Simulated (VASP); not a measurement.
# Cd (P6/mmm) in VASP: single point with PBE

Aim: the single point of Cd with PBE.

Everything below comes from runs of VASP 6.6.1. Logs are shortened: lines on timing, memory, paths and dates and some standing lists are left out, and cuts for length are marked.

## 1. The cell of the first run

The structure is hexagonal, space group P6/mmm (No. 191). The conventional cell has a = 2.411 Å, b = 2.411 Å, c = 2.360 Å, α = 90.00°, β = 90.00°, γ = 120.00°. Within 3.1 Å of Cd (site symmetry 6/mmm) lie 8 Cd at 2.36 to 2.41 Å.

This isn't the form of Cd at room conditions, which is hcp.

## 2. Single point, PBE

INCAR reads:

```
SYSTEM = Cd
PREC     = Accurate       ! precision mode
ENCUT    = 630            ! plane-wave cutoff, eV
EDIFF    = 1E-6           ! SCF threshold, eV
ISMEAR   = -1             ! smearing method
SIGMA    = 0.08           ! smearing width, eV
LREAL    = .FALSE.        ! projectors in reciprocal space
LASPH    = .TRUE.         ! aspherical terms in the spheres
NELM     = 120            ! most SCF steps
ALGO     = Normal         ! electronic algorithm
ISIF     = 2              ! what is computed and relaxed
LWAVE    = .FALSE.        ! write WAVECAR
LCHARG   = .FALSE.        ! write CHGCAR
GGA      = PE             ! functional
NBANDS   = 16             ! bands
GGA_COMPAT= .FALSE.
```

KPOINTS reads:

```
regular mesh
0
G
  18 18 17
  0 0 0
```

POSCAR reads:

```
Cd
1.0
    2.4106218193      0.0000000000      0.0000000000
   -1.2053109097      2.0876597345      0.0000000000
    0.0000000000      0.0000000000      2.3596429657
Cd
1
Direct
    0.0000000000      0.0000000000      0.0000000000
```

Potentials or basis: VASP PAW PBE potentials, release 64 (Cd_sv_GW).

The run is started by

```sh
$ cat potpaw_PBE.64/Cd_sv_GW/POTCAR > POTCAR
$ mpirun -np 1 vasp_std > vasp.out
```

OUTCAR:

```text
SYSTEM = Cd
   PREC = Accurate
   ENCUT = 630
   EDIFF = 1E-6
   ISMEAR = -1
   LREAL = .FALSE.
   LASPH = .TRUE.
   NELM = 120
   ISIF = 2
   GGA = PE

 ion  position               nearest neighbor table
   1  0.000  0.000  0.000-

  LATTYP: Found a hexagonal cell.
 ALAT       =     2.4106218193
 C/A-ratio  =     0.9788524051

  Lattice vectors:

 A1 = (   2.4106218193,   0.0000000000,   0.0000000000)
 A2 = (  -1.2053109097,   2.0876597345,   0.0000000000)
 A3 = (   0.0000000000,   0.0000000000,   2.3596429657)

Analysis of symmetry for initial positions (statically):
=====================================================================
 Subroutine PRICEL returns:
 Original cell was already a primitive cell.

 Routine SETGRP: Setting up the symmetry group for a
 hexagonal supercell.

 Subroutine GETGRP returns: Found 24 space group operations
 (whereof 24 operations were pure point group operations)
 out of a pool of 24 trial point group operations.

The static configuration has the point symmetry D_6h.

Analysis of symmetry for dynamics (positions and initial velocities):
=====================================================================
 Subroutine PRICEL returns:
 Original cell was already a primitive cell.

 Routine SETGRP: Setting up the symmetry group for a
 hexagonal supercell.

 Subroutine GETGRP returns: Found 24 space group operations
 (whereof 24 operations were pure point group operations)
 out of a pool of 24 trial point group operations.

The dynamic configuration has the point symmetry D_6h.

 Subroutine INISYM returns: Found 24 space group operations
 (whereof 24 operations are pure point group operations),
 and found     1 'primitive' translations

----------------------------------------------------------------------------------------

                                     Primitive cell

  volume of cell :      11.8750

  direct lattice vectors                    reciprocal lattice vectors
     2.410621819  0.000000000  0.000000000     0.414830726  0.239502631  0.000000000
    -1.205310910  2.087659734  0.000000000     0.000000000  0.479005263  0.000000000
     0.000000000  0.000000000  2.359642966     0.000000000  0.000000000  0.423792927

  length of vectors
[... 69 lines left out ...]
   NGXF,Y,Z  is equivalent  to a cutoff of  27.59, 27.59, 28.18 a.u.
 SYSTEM =  Cd
   PREC   = accura    normal or accurate (medium, high low for compatibility)
   ISTART =      0    job   : 0-new  1-cont  2-samecut
   ICHARG =      2    charge: 1-file 2-atom 10-const
   ISPIN  =      1    spin polarized calculation?
   LNONCOLLINEAR =      F non collinear calculations
   LSORBIT =      F    spin-orbit coupling
   LASPH  =      T    aspherical Exc in radial PAW
   ENCUT  =  630.0 eV  46.30 Ry    6.80 a.u.   4.93  4.93  4.83*2*pi/ulx,y,z
   NELM   =    120;   NELMIN=  2; NELMDL= -5     # of ELM steps
   EDIFF  = 0.1E-05   stopping-criterion for ELM
   LREAL  =      F    real-space projection
   EDIFFG = 0.1E-04   stopping-criterion for IOM
   NSW    =      0    number of steps for IOM
   IBRION =     -1    ionic relax: 0-MD 1-quasi-New 2-CG
   NFREE  =      0    steps in history (QN), initial steepest desc. (CG)
   ISIF   =      2    stress and relaxation
   ISYM   =      2    0-nonsym 1-usesym 2-fastsym
   POTIM  = 0.5000    time-step for ionic-motion
   TEBEG  =    0.0;   TEEND  =   0.0 temperature during run
   PSTRESS=    0.0 pullay stress
   NELECT =      20.0000    total number of electrons
   NUPDOWN=      -1.0000    fix difference up-down
   EMIN   =  10.00;   EMAX   =-10.00  energy-range for DOS
   EFERMI =   0.00;   METHOD = LEGACY
   ISMEAR =    -1;   SIGMA  =   0.08  broadening in eV -4-tet -1-fermi 0-gaus
   EFERMI_NEDOS =   21; number of points for ismear=-14 and -15
   IALGO  =     38    algorithm
   IMIX   =      4    mixing-type and parameters
     AMIX     =   0.40;   BMIX     =  1.00
     AMIX_MAG =   1.60;   BMIX_MAG =  1.00
  volume/ion in A,a.u.               =      11.88        80.14
  Fermi-wavevector in a.u.,A,eV,Ry     =   1.947780  3.680770 51.618396  3.793845
  Thomas-Fermi vector in A             =   2.975937
   LORBIT       =      0    0 simple, 1 ext, 2 COOP (PROOUT), +10 PAW based schemes
   GGA     = PE    functional components
   LHFCALC =     F    Hartree Fock is set to
   AEXX    =    0.0000 exact exchange contribution
   IVDW    =     0    specifies the selected vdW correction
   LEPSILON=     F    determine dielectric tensor
   LRPA    =     F    only Hartree local field effects (RPA)
 non-spin polarized calculation
  energy-cutoff  :      630.00
  volume of cell :       11.88
 maximum number of plane-waves:       442
 NGX is ok and might be reduce to    20
   NGX =  9   NGY =  9   NGZ =  9

 number of electron      20.0000003 magnetization

 Free energy of the ion-electron system (eV)
  ---------------------------------------------------
  ext. energy  EPLUGINS =         0.00000000
  ---------------------------------------------------
  free energy    TOTEN  =         3.25499973 eV

  energy without entropy =        3.26076178  energy(sigma->0) =        3.25788075

 E-fermi :  16.4137     XC(G=0): -15.0234

 val. band max:       16.4014782859   @ k =   0.4444   0.1111   0.0000
 cond. band min:      16.4262220539   @ k =   0.4444   0.1111   0.0588
 fundamental gap:      0.0247437680
 Fermi energy:        16.4137060356

 k-point     1 :       0.0000    0.0000    0.0000
  band No.  band energies     occupation
      1     -89.9174      2.00000
      2     -50.7184      2.00000
      3     -50.6503      2.00000
      4     -50.6503      2.00000
      5       0.5303      2.00000
      6       1.0274      2.00000
[... 433 lines left out ...]
      3     -50.8452      2.00000
      4     -50.6482      2.00000
      5       1.0152      2.00000
      6       2.1417      2.00000
[... 8 lines left out ...]
     15      38.0198      0.00000
     16      41.0866      0.00000

 [... further k-points ...]
[... 5 lines left out ...]
  --------------------------------------------------------------------------------------
  -------------------------------------------------------------------------------------
  Total       15.5585170     15.5585170     15.5490427     -0.0000000      0.0000000      0.0000000
  in kB     2099.1510336   2099.1510338   2097.8727702     -0.0000001      0.0000000      0.0000000
  external PRESSURE =    2098.7249458 kB  Pullay stress =       0.0000000 kB

 VOLUME and BASIS-vectors are now :
 -----------------------------------------------------------------------------
  energy-cutoff  :      630.00
  volume of cell :       11.88
      direct lattice vectors                 reciprocal lattice vectors
     2.410621819  0.000000000  0.000000000     0.414830726  0.239502631  0.000000000
    -1.205310910  2.087659734  0.000000000     0.000000000  0.479005263  0.000000000
     0.000000000  0.000000000  2.359642966     0.000000000  0.000000000  0.423792927

 POSITION                                       TOTAL-FORCE (eV/Angst)
 -----------------------------------------------------------------------------------
      0.00000      0.00000      0.00000         0.000000      0.000000      0.000000
 -----------------------------------------------------------------------------------
    total drift:                               -0.000000      0.000000      0.000000

  FREE ENERGIE OF THE ION-ELECTRON SYSTEM (eV)
  ---------------------------------------------------
  free  energy   TOTEN  =         3.2549997266 eV

  energy  without entropy=        3.2607617785  energy(sigma->0) =        3.25788075
```

OSZICAR:

```text
N       E                     dE             d eps       ncg     rms          rms(c)
DAV:   1     0.357026744593E+03    0.35703E+03   -0.14239E+04 11592   0.256E+03
DAV:   2     0.234822485160E+02   -0.33354E+03   -0.31426E+03 10784   0.684E+02
DAV:   3     0.350607227855E+01   -0.19976E+02   -0.19924E+02 17168   0.191E+02
DAV:   4     0.313767102037E+01   -0.36840E+00   -0.36838E+00 11400   0.229E+01
DAV:   5     0.311878764808E+01   -0.18883E-01   -0.18883E-01 17904   0.558E+00    0.705E+01
DAV:   6     0.324158460465E+01    0.12280E+00   -0.20761E-01 16320   0.163E+01    0.411E+01
DAV:   7     0.325374590884E+01    0.12161E-01   -0.35392E-02 17728   0.427E+00    0.241E+00
DAV:   8     0.325496223974E+01    0.12163E-02   -0.55273E-03 16720   0.267E+00    0.103E-01
DAV:   9     0.325499058969E+01    0.28350E-04   -0.12418E-04 13928   0.164E-01    0.259E-02
DAV:  10     0.325499930317E+01    0.87135E-05   -0.79478E-06 15504   0.746E-02    0.826E-03
DAV:  11     0.325499972658E+01    0.42341E-06   -0.31464E-07  9680   0.202E-02
   1 F= 0.32549997E+01 E0= 0.32578808E+01  d E =-.576205E-02
```

Wall time 29 s (1 thread of Intel Xeon 6975P-C (Granite Rapids), shared host); peak memory 0.21 GiB.

Results:

* Free energy: 3.2550 eV
* Pressure: 209.9 GPa
* Band gap on the k mesh: zero (bands 10 and 11 overlap by 6.58 eV)

Stress tensor (GPa, compression positive):
```
209.92   0.00   0.00
  0.00 209.92   0.00
  0.00   0.00 209.79
```

Caveat: the cell stands under pressure.

The gap in the log of VASP goes by the Fermi energy; the results here count the filled bands.